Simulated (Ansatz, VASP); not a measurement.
Cs2InAgCl6 in VASP and in Ansatz

```
Cs In Ag Cl
1.0
     0.00000    5.23450    5.23450
     5.23450    0.00000    5.23450
     5.23450    5.23450    0.00000
Cs In Ag Cl
2 1 1 6
Direct
  0.25000 0.25000 0.25000
  0.75000 0.75000 0.75000
  0.00000 0.00000 0.00000
  0.50000 0.50000 0.50000
  0.76021 0.23979 0.23979
  0.23979 0.76021 0.23979
  0.23979 0.76021 0.76021
  0.76021 0.23979 0.76021
  0.23979 0.23979 0.76021
  0.76021 0.76021 0.23979
```

Alike in both runs: task single point; functional LDA; k mesh 4 × 4 × 4; no spin polarisation.

|  | VASP | Ansatz |
| --- | --- | --- |
| version | VASP 6.6.1 | Ansatz 0.2.0 |
| potentials or method | VASP PAW LDA potentials, release 64 (Cs_sv, In_d, Ag, Cl), cutoff 500 eV | plane waves, PAW |
| occupations | gaussian, width 0.01 eV | fixed |
| valence electrons in the cell | 84 | 92 |

|  | VASP | Ansatz | Ansatz less VASP |
| --- | --- | --- | --- |
| pressure (GPa) | -2.2 | -2.2 | +0.01 |

LDA's correlation is that of Perdew and Zunger in VASP and of Perdew and Wang (1992) in Ansatz. VASP's potentials hold 84 valence electrons a cell and Ansatz's 92, so a difference there can come from the potentials and not from the codes.

Neither program's run includes spin-orbit coupling.
